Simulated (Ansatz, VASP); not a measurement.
**Two plane-wave programs on Lu**

File INCAR:

```
SYSTEM = Lu
ALGO = Normal
EDIFF = 1E-7
ENCUT = 520
GGA = PS
ISIF = 2
ISMEAR = -1
LASPH = .True.
LCHARG = .True.
LELF = .True.
LREAL = .False.
LVHAR = .True.
LWAVE = .False.
NBANDS = 18
NELM = 100
PREC = Accurate
SIGMA = 0.1
```

The input KPOINTS:

```
k-points
0
Gamma
  13 13 13
  0 0 0
```

File POSCAR:

```
Lu
1.0
   -1.9122036356      1.9122036356      1.9122036356
    1.9122036356     -1.9122036356      1.9122036356
    1.9122036356      1.9122036356     -1.9122036356
Lu
1
Direct
    0.0000000000      0.0000000000      0.0000000000
```

Input for Ansatz:

```yaml
crystal:
  lattice:
    - [-1.9122036356, 1.9122036356, 1.9122036356]
    - [1.9122036356, -1.9122036356, 1.9122036356]
    - [1.9122036356, 1.9122036356, -1.9122036356]
  atoms:
    - { symbol: Lu, position: [0.0, 0.0, 0.0] }
hamiltonian:
  xc: pbesol
  pseudopotentials:
    kind: paw
    azcp:
      Lu: "pseudopotentials/Lu.paw.azcp"
basis:
  ecutwfc: 420
  fft_grid_basis: typed
kpoints:
  mp_grid: { grid: [13, 13, 13], shift: [0, 0, 0] }
magnetization:
  spin_polarized: false
scf:
  occupations: { method: fermi_dirac, width: 0.1 }
  lower_state_search: "off"
output:
  stress: true
```

Alike in both runs: task single point; functional PBEsol; k mesh 13 × 13 × 13; occupations fermi-dirac, width 0.1 eV; no spin polarisation.

|  | VASP | Ansatz |
| --- | --- | --- |
| version | VASP 6.6.1 | Ansatz 0.2.0 |
| potentials or method | VASP PAW PBE potentials, release 64 (Lu), cutoff 520 eV | plane waves (420 eV) with PAW, scalar-relativistic |
| valence electrons in the cell | 25 | 25 |

|  | VASP | Ansatz | Ansatz less VASP |
| --- | --- | --- | --- |
| pressure (GPa) | 0.1 | 0.0 | -0.13 |

VASP's potentials were made for PBE, not for PBEsol, and Ansatz warns of the same on its side.

Spin-orbit coupling is off throughout.
